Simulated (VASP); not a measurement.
Set up this calculation in VASP 6.6.1, as the native input.

- Task: single point
- Functional: PBEsol
- Potentials or basis: VASP PAW PBE potentials, release 64 (Mg, H)
- Cutoff: 600 eV
- k mesh: 4 × 4 × 6
- Occupations: gaussian, width 0.1 eV
- Spin: no spin polarisation
- Dipole correction: no
- Further INCAR settings: ALGO = Normal; EDIFF = 1e-06; NBANDS = 13

The structure of MgH2 lies in POSCAR:

```
MgH2
1.0
    4.5168000000      0.0000000000      0.0000000000
    0.0000000000      4.5168000000      0.0000000000
    0.0000000000      0.0000000000      3.0205000000
Mg H
2 4
Direct
    0.0000000000      0.0000000000      0.0000000000
    0.5000000000      0.5000000000      0.5000000000
    0.3060000000      0.3060000000      0.0000000000
    0.1940000000      0.8060000000      0.5000000000
    0.6940000000      0.6940000000      0.0000000000
    0.8060000000      0.1940000000      0.5000000000
```

These files were run (other wordings do the same):

INCAR

```
  PREC = Accurate
  ENCUT = 600
  EDIFF = 1E-6
  ISMEAR = 0
  SIGMA = 0.1
  LREAL = F
  LASPH = T
  NELM = 120
  ALGO = Normal
  ISIF = 2
  LWAVE = F
  LCHARG = F
  GGA = PS
  NBANDS = 13
  GGA_COMPAT = F
```

KPOINTS

```
Automatic mesh
0
Gamma
  4 4 6
```

Potentials or basis: VASP PAW PBE potentials, release 64 (Mg, H).

The run is started by

```bash
$ cat potpaw_PBE.64/Mg/POTCAR potpaw_PBE.64/H/POTCAR > POTCAR
$ mpirun -np 1 vasp_std > vasp.out
```

Results of the run:

```
Pressure               : -1.2 GPa
Largest force          : 0.055 eV/Å
Band gap on the k mesh : 3.70 eV (least direct gap 4.47 eV)
```

Caveat: the PAW data sets were made with another functional, which shifts forces and pressure a little.

Wall time 20 s on 1 thread of Intel(R) Xeon(R) Platinum 8259CL CPU @ 2.50GHz (Skylake/Cascade Lake) (shared host), peak memory 0.18 GiB.
